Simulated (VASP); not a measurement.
The system is CdTe (rocksalt type).

```xyz
2
Lattice="0.0000 2.8982 2.8982 2.8982 0.0000 2.8982 2.8982 2.8982 0.0000" Properties=species:S:1:pos:R:3 pbc="T T T"
Cd    0.0000    0.0000    0.0000
Te    2.8982    2.8982    2.8982
```

```yaml
Program: VASP 6.6.1
Task: relaxation of cell and atoms
Functional: PBE
Potentials_or_basis: VASP PAW PBE potentials, release 64 (Cd, Te)
Cutoff: 600 eV
k_mesh: 12 × 12 × 12
Occupations: fermi-dirac, width 0.05 eV
Spin: no spin polarisation
```

At the start: pressure 11.8 GPa; volume 24.34 Å³/atom.

Q: Where does the relaxation end?

A: Over 5 steps the energy falls by 138.9 meV/atom and the volume is 28.80 Å³/atom (+18.3 %); space group Fm-3m (No. 225, to 0.05 Å).

The path:
```tsv
step	energy change (eV)	largest force (eV/Å)	pressure (GPa)	volume (Å³)
1	0.0000	0.0000	11.79	48.69
2	-0.2281	0.0000	-3.06	62.43
3	-0.2777	0.0000	0.08	57.52
4	-0.2777	0.0000	-0.07	57.71
5	-0.2778	0.0000	0.00	57.61
```

Final structure:
```xyz
2
Lattice="0.0000 3.0654 3.0654 3.0654 0.0000 3.0654 3.0654 3.0654 0.0000" Properties=species:S:1:pos:R:3 pbc="T T T"
Cd    0.0000    0.0000    0.0000
Te    3.0654    3.0654    3.0654
```

Caveat: the volume moved by over 15 % at a fixed basis, so the end points are rough.
